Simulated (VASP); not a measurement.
Input of a VASP 6.6.1 run:

File INCAR:

```
SYSTEM = Au
PREC = Accurate
ENCUT = 520
EDIFF = 1E-7
ISMEAR = 1
SIGMA = 0.15
LREAL = .FALSE.
LASPH = .TRUE.
NELM = 80
ALGO = Normal
ISIF = 2
LWAVE = .FALSE.
LCHARG = .FALSE.
GGA = PS
NBANDS = 18
```

KPOINTS

```
regular mesh
0
G
  6 6 5
  0 0 0
```

File POSCAR:

```
Au
1.0
    1.9963330000     -5.7803100000      0.0000000000
    1.9963330000      5.7803100000      0.0000000000
    0.0000000000      0.0000000000      4.7928640000
Au
2
Direct
    0.5869990000      0.4130010000      0.7500000000
    0.4130010000      0.5869990000      0.2500000000
```

Potentials or basis: VASP PAW PBE potentials, release 64 (Au).

The run is started by

```sh
$ cat potpaw_PBE.64/Au/POTCAR > POTCAR
$ mpirun -np 1 vasp_std > vasp.out
```

(1) Predict the band gap on the k mesh.

(2) Predict the pressure.

(3) Predict the largest force.

Answers

(1) zero (band 11 reaches -1.22 eV, above the bottom of band 12 at -1.63 eV).

(2) -5.5 GPa.

(3) 1.677 eV/Å.

Caveat: the PAW data sets were made with another functional, which shifts forces and pressure a little; spin-orbit coupling is left out, which moves the levels of the heavy elements.
